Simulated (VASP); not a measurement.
A run of VASP 6.6.1 is set up as follows.

The input INCAR:

```
SYSTEM = Ge
PREC = Accurate ; ENCUT = 520
EDIFF = 1E-7 ; ISMEAR = -1
SIGMA = 0.08 ; LREAL = .FALSE.
LASPH = .TRUE. ; NELM = 60
ALGO = Normal ; ISIF = 2
LWAVE = .FALSE. ; LCHARG = .FALSE.
GGA = PS ; NBANDS = 21
```

KPOINTS

```
regular mesh
0
G
  16 16 9
  0 0 0
```

Contents of POSCAR:

```
Ge
1.0
    2.2669221821      0.0000000000      0.0000000000
   -1.1334610911      1.9632121981      0.0000000000
    0.0000000000      0.0000000000      3.7033529134
Ge
2
Direct
    0.3333333333      0.6666666667      0.2500000000
    0.6666666667      0.3333333333      0.7500000000
```

Potentials or basis: VASP PAW PBE potentials, release 64 (Ge_d).

Run with:

```sh
$ cat potpaw_PBE.64/Ge_d/POTCAR > POTCAR
$ mpirun -np 1 vasp_std > vasp.out
```

(1) Estimate the pressure.

(2) What does it give for the band gap on the k mesh?

## Answers

(1) 360.1 GPa.

(2) zero (band 14 reaches 34.49 eV, above the bottom of band 15 at 15.49 eV).

Caveat: the PAW data sets were made with another functional, which shifts forces and pressure a little.
